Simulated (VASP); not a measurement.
Input of a VASP 6.6.1 run:

The input INCAR:

```
  ALGO = Normal
  EDIFF = 1E-6
  ENCUT = 520
  GGA = PE
  ISIF = 2
  ISMEAR = 0
  LASPH = T
  LCHARG = T
  LELF = T
  LREAL = F
  LVHAR = T
  LWAVE = F
  NBANDS = 52
  NELM = 100
  PREC = Accurate
  SIGMA = 0.025
```

The input KPOINTS:

```
k-points
0
Gamma
  5 5 5
```

The input POSCAR:

```
Yb3InC
1.0
    5.0632500000      0.0000000000      0.0000000000
    0.0000000000      5.0632500000      0.0000000000
    0.0000000000      0.0000000000      5.0632500000
Yb In C
3 1 1
Direct
    0.5000000000      0.0000000000      0.5000000000
    0.0000000000      0.5000000000      0.5000000000
    0.5000000000      0.5000000000      0.0000000000
    0.0000000000      0.0000000000      0.0000000000
    0.5000000000      0.5000000000      0.5000000000
```

Potentials or basis: VASP PAW PBE potentials, release 64 (Yb, In_d, C).

The run is started by

```console
$ cat potpaw_PBE.64/Yb/POTCAR potpaw_PBE.64/In_d/POTCAR potpaw_PBE.64/C/POTCAR > POTCAR
$ mpirun -np 1 vasp_std > vasp.out
```

Question: Estimate the pressure.

Answer: -4.5 GPa.

Caveat: spin-orbit coupling is left out, which moves the levels of the heavy elements; without U or exact exchange the open f shell lies at the Fermi level, which spoils levels, moments and volumes. Spin polarisation is off, so any magnetic state and its effect on volume and gap are missing.
